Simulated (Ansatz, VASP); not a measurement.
**Ta: VASP beside Ansatz**

```
CELL_PARAMETERS angstrom
-1.62593 1.62593 1.62593
1.62593 -1.62593 1.62593
1.62593 1.62593 -1.62593
ATOMIC_POSITIONS crystal
Ta 0.00000 0.00000 0.00000
```

Alike in both runs: functional LDA; k mesh 18 × 18 × 18; occupations fermi-dirac, width 0.05 eV; no spin polarisation.

Ansatz relaxed the structure, and its values are those at the end. VASP's run is a single point on that final structure, the one shown.

```csv
,VASP,Ansatz
version,VASP 6.6.1,Ansatz 0.2.0
potentials or method,"VASP PAW LDA potentials, release 64 (Ta_pv), cutoff 520 eV","all-electron LAPW, scalar-relativistic"
```

Ansatz gave:

```
pressure (GPa) : 0.0
```

**Question.** What did VASP give for the same quantities?

**Answer.** Pressure (GPa): 1.1.

LDA's correlation is that of Perdew and Zunger in VASP and of Perdew and Wang (1992) in Ansatz. Ansatz ran all-electron here, and VASP with PAW potentials.

Spin-orbit coupling is off throughout.
